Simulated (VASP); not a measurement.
# InGa3As3P (an interface model) in VASP: single point with PBEsol

Aim: the single point of InGa3As3P (an interface model) with PBEsol.

Program: VASP 6.6.1. These are calculated values, not measurements. Logs are shortened: lines on timing, memory, paths and dates and some standing lists are left out, and cuts for length are marked.

### 1 The cell of the first run

The cell holds layers of an interface, 16 atoms: a = 4.156 Å, b = 5.878 Å, c = 15.919 Å, α = 90.00°, β = 90.00°, γ = 90.00°.

### 2 Single point, PBEsol

File INCAR:

```
SYSTEM = InGa3As3P
  PREC = Accurate
  ENCUT = 400
  EDIFF = 1E-6
  ISMEAR = -1
  SIGMA = 0.05
  LREAL = .FALSE.
  LASPH = .TRUE.
  NELM = 120
  ALGO = Normal
  ISIF = 2
  LWAVE = .FALSE.
  LCHARG = .FALSE.
  GGA = PS
  NBANDS = 86
  GGA_COMPAT = .FALSE.
```

File KPOINTS:

```
regular mesh
0
G
  6 4 2
  0 0 0
```

File POSCAR:

```
InGa3As3P
1.0
    2.9390050000     -2.9390050000      0.0000000000
    0.0000000000      0.0000000000      5.8780100000
  -11.2563781578    -11.2563781578      0.0000000000
Ga In As P
6 2 6 2
Direct
    0.0000000000      0.0041090000      0.5065000000
    0.0000000000      0.0039200000      0.7531830000
    0.0000000000      0.0013770000      0.2605500000
    0.5000000000      0.5013420000      0.8772380000
    0.5000000000      0.5038120000      0.3846200000
    0.5000000000      0.5041340000      0.6312870000
    0.0000000000      0.9802430000      0.0047630000
    0.5000000000      0.4802760000      0.1330290000
    0.0000000000      0.2627200000      0.8753930000
    0.0000000000      0.2612670000      0.3830510000
    0.0000000000      0.2607100000      0.6299820000
    0.5000000000      0.7612980000      0.7547500000
    0.5000000000      0.7626920000      0.2624110000
    0.5000000000      0.7607110000      0.5078050000
    0.0000000000      0.2257040000      0.1371880000
    0.5000000000      0.7256850000      0.0005900000
```

Potentials or basis: VASP PAW PBE potentials, release 64 (Ga_d, In_d, As, P).

The run is started by

```console
cat potpaw_PBE.64/Ga_d/POTCAR potpaw_PBE.64/In_d/POTCAR potpaw_PBE.64/As/POTCAR potpaw_PBE.64/P/POTCAR > POTCAR
mpirun -np 1 vasp_std > vasp.out
```

OUTCAR:

```text
SYSTEM = InGa3As3P
   PREC = Accurate
   ENCUT = 400
   EDIFF = 1E-6
   ISMEAR = -1
   LREAL = .FALSE.
   LASPH = .TRUE.
   NELM = 120
   ISIF = 2
   GGA = PS

 ion  position               nearest neighbor table
   1  0.000  0.004  0.507-  11 2.48  10 2.48  14 2.52  14 2.52
   2  0.000  0.004  0.753-   9 2.47  11 2.47  12 2.52  12 2.52
   3  0.000  0.001  0.261-  15 2.37  10 2.48  13 2.51  13 2.51
   4  0.500  0.501  0.877-  16 2.37  12 2.48   9 2.51   9 2.51
   5  0.500  0.504  0.385-  13 2.47  14 2.48  10 2.52  10 2.52
   6  0.500  0.504  0.631-  14 2.48  12 2.48  11 2.52  11 2.52
[... 8 lines left out ...]
  15  0.000  0.226  0.137-   3 2.37   7 2.55   8 2.56   8 2.56
  16  0.500  0.726  0.001-   4 2.37   8 2.55   7 2.56   7 2.56

  LATTYP: Found a simple orthorhombic cell.
 ALAT       =     4.1563807309
 B/A-ratio  =     1.4142135624
 C/A-ratio  =     3.8299962599

  Lattice vectors:

 A1 = (   2.9390050000,  -2.9390050000,   0.0000000000)
 A2 = (   0.0000000000,   0.0000000000,   5.8780100000)
 A3 = ( -11.2563781578, -11.2563781578,   0.0000000000)

Analysis of symmetry for initial positions (statically):
=====================================================================
 Subroutine PRICEL returns:
 Original cell was already a primitive cell.

 Routine SETGRP: Setting up the symmetry group for a
 simple orthorhombic supercell.

 Subroutine GETGRP returns: Found  2 space group operations
 (whereof  2 operations were pure point group operations)
 out of a pool of  8 trial point group operations.

The static configuration has the point symmetry C_1h.

Analysis of symmetry for dynamics (positions and initial velocities):
=====================================================================
 Subroutine PRICEL returns:
 Original cell was already a primitive cell.

 Routine SETGRP: Setting up the symmetry group for a
 simple orthorhombic supercell.

 Subroutine GETGRP returns: Found  2 space group operations
 (whereof  2 operations were pure point group operations)
 out of a pool of  8 trial point group operations.

The dynamic configuration has the point symmetry C_1h.

 Subroutine INISYM returns: Found  2 space group operations
 (whereof  2 operations are pure point group operations),
 and found     1 'primitive' translations

----------------------------------------------------------------------------------------

                                     Primitive cell

  volume of cell :     388.9191

  direct lattice vectors                    reciprocal lattice vectors
     2.939005000 -2.939005000  0.000000000     0.170125604 -0.170125604  0.000000000
     0.000000000  0.000000000  5.878010000     0.000000000  0.000000000  0.170125604
   -11.256378158-11.256378158  0.000000000    -0.044419261 -0.044419261  0.000000000

  length of vectors
     4.156380731  5.878010000 15.918922654     0.240593936  0.170125604  0.062818321

  position of ions in fractional coordinates (direct lattice)
     0.000000000  0.004109000  0.506500000
     0.000000000  0.003920000  0.753183000
     0.000000000  0.001377000  0.260550000
     0.500000000  0.501342000  0.877238000
     0.500000000  0.503812000  0.384620000
     0.500000000  0.504134000  0.631287000
[... 8 lines left out ...]
     0.000000000  0.225704000  0.137188000
     0.500000000  0.725685000  0.000590000

  ion indices of the primitive-cell ions
   primitive index   ion index
                 1           1
                 2           2
                 3           3
                 4           4
                 5           5
                 6           6
[... 8 lines left out ...]
                15          15
                16          16

----------------------------------------------------------------------------------------

 KPOINTS: regular mesh

Automatic generation of k-mesh.
 Grid dimensions read from file:
 generate k-points for:    6    4    2

 Generating k-lattice:

  Cartesian coordinates                     Fractional coordinates (reciprocal lattice)
     0.028354267 -0.028354267  0.000000000     0.166666667  0.000000000  0.000000000
     0.000000000  0.000000000  0.042531401     0.000000000  0.250000000  0.000000000
    -0.022209631 -0.022209631  0.000000000     0.000000000  0.000000000  0.500000000

  Length of vectors
     0.040098989  0.042531401  0.031409161

  Shift w.r.t. Gamma in fractional coordinates (k-lattice)
     0.000000000  0.000000000  0.000000000

 Subroutine IBZKPT returns following result:
 ===========================================

 Found     24 irreducible k-points:

 Following reciprocal coordinates:
            Coordinates               Weight
  0.000000  0.000000  0.000000      1.000000
  0.166667  0.000000  0.000000      2.000000
  0.333333  0.000000  0.000000      2.000000
  0.500000  0.000000  0.000000      1.000000
  0.000000  0.250000  0.000000      2.000000
  0.166667  0.250000  0.000000      4.000000
[... 16 lines left out ...]
  0.333333  0.500000  0.500000      2.000000
  0.500000  0.500000  0.500000      1.000000
   k-points           NKPTS =     24   k-points in BZ     NKDIM =     24   number of bands    NBANDS=     86
   number of dos      NEDOS =    301   number of ions     NIONS =     16
   total plane-waves  NPLWV = 120960
   dimension x,y,z NGX =    28 NGY =   40 NGZ =  108
   dimension x,y,z NGXF=    56 NGYF=   80 NGZF=  216
   ions per type =               6   2   6   2
   NGX,Y,Z   is equivalent  to a cutoff of  11.20, 11.31, 11.28 a.u.
   NGXF,Y,Z  is equivalent  to a cutoff of  22.40, 22.63, 22.56 a.u.
 SYSTEM =  InGa3As3P
   PREC   = accura    normal or accurate (medium, high low for compatibility)
   ISTART =      0    job   : 0-new  1-cont  2-samecut
   ICHARG =      2    charge: 1-file 2-atom 10-const
   ISPIN  =      1    spin polarized calculation?
   LNONCOLLINEAR =      F non collinear calculations
   LSORBIT =      F    spin-orbit coupling
   LASPH  =      T    aspherical Exc in radial PAW
   ENCUT  =  400.0 eV  29.40 Ry    5.42 a.u.   6.78  9.59 25.96*2*pi/ulx,y,z
   NELM   =    120;   NELMIN=  2; NELMDL= -5     # of ELM steps
   EDIFF  = 0.1E-05   stopping-criterion for ELM
   LREAL  =      F    real-space projection
   EDIFFG = 0.1E-04   stopping-criterion for IOM
   NSW    =      0    number of steps for IOM
   IBRION =     -1    ionic relax: 0-MD 1-quasi-New 2-CG
   NFREE  =      0    steps in history (QN), initial steepest desc. (CG)
   ISIF   =      2    stress and relaxation
   ISYM   =      2    0-nonsym 1-usesym 2-fastsym
   POTIM  = 0.5000    time-step for ionic-motion
   TEBEG  =    0.0;   TEEND  =   0.0 temperature during run
   PSTRESS=    0.0 pullay stress
   NELECT =     144.0000    total number of electrons
   NUPDOWN=      -1.0000    fix difference up-down
   EMIN   =  10.00;   EMAX   =-10.00  energy-range for DOS
   EFERMI =   0.00;   METHOD = LEGACY
   ISMEAR =    -1;   SIGMA  =   0.05  broadening in eV -4-tet -1-fermi 0-gaus
   EFERMI_NEDOS =   21; number of points for ismear=-14 and -15
   IALGO  =     38    algorithm
   IMIX   =      4    mixing-type and parameters
     AMIX     =   0.40;   BMIX     =  1.00
     AMIX_MAG =   1.60;   BMIX_MAG =  1.00
  volume/ion in A,a.u.               =      24.31       164.03
  Fermi-wavevector in a.u.,A,eV,Ry     =   1.175554  2.221475 18.802259  1.381927
  Thomas-Fermi vector in A             =   2.311933
   LORBIT       =      0    0 simple, 1 ext, 2 COOP (PROOUT), +10 PAW based schemes
   GGA     = PS    functional components
   LHFCALC =     F    Hartree Fock is set to
   AEXX    =    0.0000 exact exchange contribution
   IVDW    =     0    specifies the selected vdW correction
   LEPSILON=     F    determine dielectric tensor
   LRPA    =     F    only Hartree local field effects (RPA)
 non-spin polarized calculation
  energy-cutoff  :      400.00
  volume of cell :      388.92
 maximum number of plane-waves:      7120
 NGX is ok and might be reduce to    28
   NGX = 13   NGY = 19   NGZ = 51

 number of electron     143.9999960 magnetization

 Free energy of the ion-electron system (eV)
  ---------------------------------------------------
  ext. energy  EPLUGINS =         0.00000000
  ---------------------------------------------------
  free energy    TOTEN  =       -72.57373643 eV

  energy without entropy =      -72.56941586  energy(sigma->0) =      -72.57157615

 E-fermi :   3.9121     XC(G=0):  -9.4978

 val. band max:        3.9006557513   @ k =   0.0000   0.0000   0.0000
 cond. band min:       4.4508108463   @ k =   0.0000   0.5000   0.0000
 fundamental gap:      0.5501550950
 Fermi energy:         3.9121143494

 k-point     1 :       0.0000    0.0000    0.0000
  band No.  band energies     occupation
      1     -10.9863      2.00000
      2     -10.9763      2.00000
      3     -10.9667      2.00000
      4     -10.9505      2.00000
      5     -10.9421      2.00000
      6     -10.9251      2.00000
[... 76 lines left out ...]
     83       7.3092      0.00000
     84       7.5486      0.00000

 k-point     2 :       0.1667    0.0000    0.0000
  band No.  band energies     occupation
      1     -10.9823      2.00000
      2     -10.9761      2.00000
      3     -10.9695      2.00000
      4     -10.9549      2.00000
      5     -10.9447      2.00000
      6     -10.9308      2.00000
[... 1903 lines left out ...]
     83       8.2670      0.00000
     84       8.2707      0.00000

 k-point    24 :       0.5000    0.5000    0.5000
  band No.  band energies     occupation
      1     -10.9752      2.00000
      2     -10.9751      2.00000
      3     -10.9627      2.00000
      4     -10.9626      2.00000
      5     -10.9490      2.00000
      6     -10.9489      2.00000
[... 76 lines left out ...]
     83       7.9781      0.00000
     84       8.0321      0.00000
 [bands above 84 left out]

------------------------ aborting loop because EDIFF is reached ----------------------------------------

  FORCE on cell =-STRESS in cart. coord.  units (eV):
  Direction    XX          YY          ZZ          XY          YZ          ZX
  --------------------------------------------------------------------------------------
  -------------------------------------------------------------------------------------
  Total       -5.1715437     -5.1715437     -8.4739331      5.0021121     -0.0003919     -0.0003919
  in kB      -21.3045058    -21.3045058    -34.9089108     20.6065214     -0.0016144     -0.0016145
  external PRESSURE =     -25.8393075 kB  Pullay stress =       0.0000000 kB

 VOLUME and BASIS-vectors are now :
 -----------------------------------------------------------------------------
  energy-cutoff  :      400.00
  volume of cell :      388.92
      direct lattice vectors                 reciprocal lattice vectors
     2.939005000 -2.939005000  0.000000000     0.170125604 -0.170125604  0.000000000
     0.000000000  0.000000000  5.878010000     0.000000000  0.000000000  0.170125604
   -11.256378158-11.256378158  0.000000000    -0.044419261 -0.044419261  0.000000000

 POSITION                                       TOTAL-FORCE (eV/Angst)
 -----------------------------------------------------------------------------------
     -5.70136     -5.70136      0.02415        -0.001591     -0.001591     -0.000292
     -8.47811     -8.47811      0.02304         0.000126      0.000126     -0.000129
     -2.93285     -2.93285      0.00809         0.009906      0.009906      0.009934
     -8.40502    -11.34403      2.94689        -0.009985     -0.009985      0.012206
     -2.85993     -5.79893      2.96141         0.000602      0.000602      0.004236
     -5.63650     -8.57551      2.96330        -0.000126     -0.000126      0.000039
[... 8 lines left out ...]
     -1.54424     -1.54424      1.32669        -0.003489     -0.003489     -0.006152
      1.46286     -1.47614      4.26558         0.002752      0.002752     -0.005658
 -----------------------------------------------------------------------------------
    total drift:                               -0.000713     -0.000713      0.001610

  FREE ENERGIE OF THE ION-ELECTRON SYSTEM (eV)
  ---------------------------------------------------
  free  energy   TOTEN  =       -72.5737364344 eV

  energy  without entropy=      -72.5694158569  energy(sigma->0) =      -72.57157615
```

It took 10 min on 1 thread of Intel Xeon Platinum 8488C (Sapphire Rapids), shared host; peak memory 0.62 GiB.

Results:

| Item | Value |
| --- | --- |
| Free energy | -72.5737 eV |
| Pressure | -2.6 GPa |
| Largest force | 0.019 eV/Å |

Forces in eV/Å, atoms in the order of the input:
```
Ga  -0.002 -0.002  0.000
Ga   0.000  0.000  0.000
Ga   0.010  0.010  0.010
Ga  -0.010 -0.010  0.012
Ga   0.001  0.001  0.004
Ga   0.000  0.000  0.000
In  -0.003 -0.003 -0.003
In   0.004  0.004 -0.003
As   0.003  0.003 -0.004
As   0.001  0.001 -0.001
As   0.001  0.001  0.000
As  -0.001 -0.001  0.000
As  -0.003 -0.003 -0.003
As  -0.001 -0.001 -0.001
P   -0.003 -0.003 -0.006
P    0.003  0.003 -0.006
```

Caveat: the PAW data sets were made with another functional, which shifts forces and pressure a little; spin-orbit coupling is left out, which moves the levels of the heavy elements.
